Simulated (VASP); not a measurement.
The system is Co.

```xyz
2
Lattice="2.5054 0.0000 0.0000 -1.2527 2.1697 0.0000 0.0000 0.0000 4.0893" Properties=species:S:1:pos:R:3 pbc="T T T"
Co    0.0000    1.4465    1.0223
Co    1.2527    0.7232    3.0670
```

Base run:

* Program: VASP 6.6.1
* Functional: PBE
* Potentials or basis: VASP PAW PBE potentials, release 64 (Co)
* Cutoff: 520 eV
* k mesh: 13 × 13 × 7
* Occupations: fermi-dirac, width 0.05 eV
* Spin: collinear spin, antiferromagnetic start
* Starting moments: [3.0, -3.0] μB

Its results: pressure -9.8 GPa; net moment 0.00 μB per cell; site moments Co +1.10, -1.10 μB.

The run is repeated on the same cell with these changes: spin from collinear spin, antiferromagnetic start to collinear spin, ferromagnetic start; moments at the start from [3.0, -3.0] to [3.0, 3.0]. What comes out?

Pressure -5.4 GPa; net moment 3.24 μB per cell; site moments Co +1.64 μB.

Caveats: the cell stands under tension.
